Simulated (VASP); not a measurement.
Runs of VASP 6.6.1 on TiAl. The structure is that of space group P-6m2 (No. 187), or close to it. The cells are those of the table. 

| cell | further INCAR settings | gap on the mesh (eV) | pressure (GPa) |
| --- | --- | --- | --- |
| a = 3.076, b = 3.076, c = 4.250 Å, angles 90.0, 90.0, 120.0°, 2 atoms | ALGO = Fast; EDIFF = 1e-07; NBANDS = 14 | none | -4.0 |
| a = 2.734, b = 2.734, c = 4.805 Å, angles 90.0, 90.0, 120.0°, 2 atoms | ALGO = Fast; EDIFF = 1e-06; NBANDS = 14 | none | 4.6 |
| a = 2.734, b = 2.734, c = 4.990 Å, angles 90.0, 90.0, 120.0°, 2 atoms | ALGO = Fast; EDIFF = 1e-06; NBANDS = 14 | none | (c) |
| a = 2.962, b = 2.962, c = 4.435 Å, angles 90.0, 90.0, 120.0°, 2 atoms | ALGO = Fast; EDIFF = 1e-07; NBANDS = 14 | none | (b) |
| a = 2.848, b = 2.848, c = 4.990 Å, angles 90.0, 90.0, 120.0°, 2 atoms | ALGO = Fast; EDIFF = 1e-07; NBANDS = 14 | none | -7.6 |
| a = 2.848, b = 2.848, c = 4.435 Å, angles 90.0, 90.0, 120.0°, 2 atoms | ALGO = Fast; EDIFF = 1e-06; NBANDS = 14 | none | (a) |
| a = 2.848, b = 2.848, c = 4.805 Å, angles 90.0, 90.0, 120.0°, 2 atoms | ALGO = Fast; EDIFF = 1e-07; NBANDS = 14 | none | -4.4 |
| a = 2.962, b = 2.962, c = 4.250 Å, angles 90.0, 90.0, 120.0°, 2 atoms | ALGO = Fast; EDIFF = 1e-07; NBANDS = 14 | none | 3.1 |

Alike in all rows: task single point; level PBEsol; potentials or basis VASP PAW PBE potentials, release 64 (Ti_sv, Al); no spin polarisation; k mesh 24 × 24 × 14; cutoff (eV) 520; smearing gaussian 0.15 eV.

**Question.** Fill in the values left out.

**Answer.** (a) 5.7; (b) -2.6; (c) 0.5.

Caveats: the PAW data sets were made with another functional, which shifts forces and pressure a little.

A gap of «none» marks levels without a gap at the run's occupations.
